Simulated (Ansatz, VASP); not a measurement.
**Rh in VASP and in Ansatz**

```
CELL_PARAMETERS angstrom
2.80425 0.00000 0.00000
-1.40213 2.42856 0.00000
0.00000 0.00000 4.51288
ATOMIC_POSITIONS crystal
Rh 0.66667 0.33333 0.75000
Rh 0.33333 0.66667 0.25000
```

Alike in both runs: task single point; functional PBE; k mesh 21 × 21 × 12; occupations gaussian, width 0.15 eV; no spin polarisation.

```csv
,VASP,Ansatz
version,VASP 6.6.1,Ansatz 0.2.0
potentials or method,"VASP PAW PBE potentials, release 64 (Rh_pv), cutoff 520 eV","scalar-relativistic, plane waves, PAW"
valence electrons in the cell,30,34
```

```tsv
	VASP	Ansatz	Ansatz less VASP
gap on the k mesh at the Fermi level (eV)	none	none	-
pressure (GPa)	-17.3	-17.4	-0.12
traceless stress, the component that is largest in VASP (GPa)	-0.13	-0.14	-0.011
```

A gap of «none» marks a metal or a gap that the smearing closes. VASP's potentials hold 30 valence electrons a cell and Ansatz's 34, so a difference there can come from the potentials and not from the codes.
